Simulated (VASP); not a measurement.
A run of VASP 6.6.1 is set up as follows.

The input POSCAR:

```
Ce
1.0
    0.0000000000      2.3390384114      2.3390384114
    2.3390384114      0.0000000000      2.3390384114
    2.3390384114      2.3390384114      0.0000000000
Ce
1
Direct
    0.0000000000      0.0000000000      0.0000000000
```

The input INCAR.step1:

```
PREC = Accurate
ENCUT = 520
ISMEAR = -1
SIGMA = 0.1
LREAL = F
LASPH = T
NELM = 100
NBANDS = 12
GGA = PE
ALGO = Normal
EDIFF = 1E-4
LWAVE = T
LCHARG = F
```

INCAR.step2

```
PREC = Accurate
ENCUT = 520
EDIFF = 1E-6
ISMEAR = -1
SIGMA = 0.1
LREAL = F
LASPH = T
NELM = 100
ALGO = Normal
ISIF = 2
LWAVE = F
LCHARG = F
METAGGA = R2SCAN
LMIXTAU = T
NBANDS = 12
ISTART = 1
```

The input KPOINTS:

```
Automatic mesh
0
Gamma
  12 12 12
```

Potentials or basis: VASP PAW PBE potentials, release 64 (Ce).

Launch:

```sh
$ cat potpaw_PBE.64/Ce/POTCAR > POTCAR
$ cp INCAR.step1 INCAR
$ mpirun -np 1 vasp_std > vasp.out
$ cp INCAR.step2 INCAR
$ mpirun -np 1 vasp_std > vasp.out
```

Question: Estimate the band gap on the k mesh.

Answer: Zero (band 6 reaches 10.40 eV, above the bottom of band 7 at 9.87 eV).

Question: What does it give for the pressure?

Answer: -0.4 GPa.

Caveat: the PAW data sets were made with another functional, which shifts forces and pressure a little; spin-orbit coupling is left out, which moves the levels of the heavy elements. Spin polarisation is off, so any magnetic state and its effect on volume and gap are missing.
